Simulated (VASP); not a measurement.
## Te2Mo: single point with PBEsol

Te2Mo:

```
CELL_PARAMETERS angstrom
3.49399 0.00000 0.00000
-1.74700 3.02589 0.00000
0.00000 0.00000 13.30811
ATOMIC_POSITIONS crystal
Te 0.33333 0.66667 0.62113
Te 0.66667 0.33333 0.12113
Te 0.33333 0.66667 0.87887
Te 0.66667 0.33333 0.37887
Mo 0.33333 0.66667 0.25000
Mo 0.66667 0.33333 0.75000
```

This cell differs from its parent crystal: strain +0.000 along x and y, -0.050 along z.

| Quantity | Value |
| --- | --- |
| Program | VASP 6.6.1 |
| Task | single point |
| Functional | PBEsol |
| Potentials or basis | VASP PAW PBE potentials, release 64 (Te, Mo_sv) |
| Cutoff | 520 eV |
| k mesh | 12 × 12 × 2 |
| Occupations | gaussian, width 0.05 eV |
| Spin | no spin polarisation |

| Quantity | Value |
| --- | --- |
| Pressure | 7.3 GPa |
| Largest force | 1.374 eV/Å |
| Band gap on the k mesh | 0.43 eV (least direct gap 0.95 eV) |

Forces on the atoms (eV/Å):
```
Te   0.000  0.000 -1.374
Te   0.000  0.000 -1.374
Te   0.000  0.000  1.374
Te   0.000  0.000  1.374
Mo   0.000  0.000  0.000
Mo   0.000  0.000  0.000
```

Stress tensor (GPa, compression positive):
```
 4.72  0.00  0.00
 0.00  4.72  0.00
 0.00  0.00 12.40
```

Levels at points of the mesh, in eV from the valence-band top:
| k point | band 22 | band 23 | band 24 | band 25 | band 26 | band 27 | band 28 | band 29 | band 30 | band 31 |
| --- | --- | --- | --- | --- | --- | --- | --- | --- | --- | --- |
| (0.00, 0.00, 0.00) | -1.62 | -1.62 | -1.37 | -0.10 | -0.02 | 2.66 | 2.66 | 2.82 | 2.82 | 2.99 |
| (0.50, 0.00, 0.00) | -1.99 | -1.51 | -1.37 | -1.17 | -0.81 | 0.82 | 0.91 | 1.12 | 1.43 | 2.49 |
| (0.00, 0.00, 0.50) | -1.64 | -1.64 | -1.64 | -0.04 | -0.04 | 2.71 | 2.71 | 2.71 | 2.71 | 3.20 |
| (0.50, 0.00, 0.50) | -2.19 | -1.41 | -1.41 | -0.99 | -0.99 | 0.86 | 0.86 | 1.30 | 1.30 | 2.93 |

Wall time 110 s on 1 thread of Intel(R) Xeon(R) 6975P-C (Granite Rapids) (shared host), peak memory 0.34 GiB.

Caveat: the cell differs from its parent crystal (strain +0.000 along x and y, -0.050 along z); the cell stands under pressure; the PAW data sets were made with another functional, which shifts forces and pressure a little; spin-orbit coupling is left out, which moves the levels of the heavy elements; this functional lacks dispersion, which binds the layers, so the pressure and a relaxed spacing across them are unreliable. A k mesh can miss the band edges.
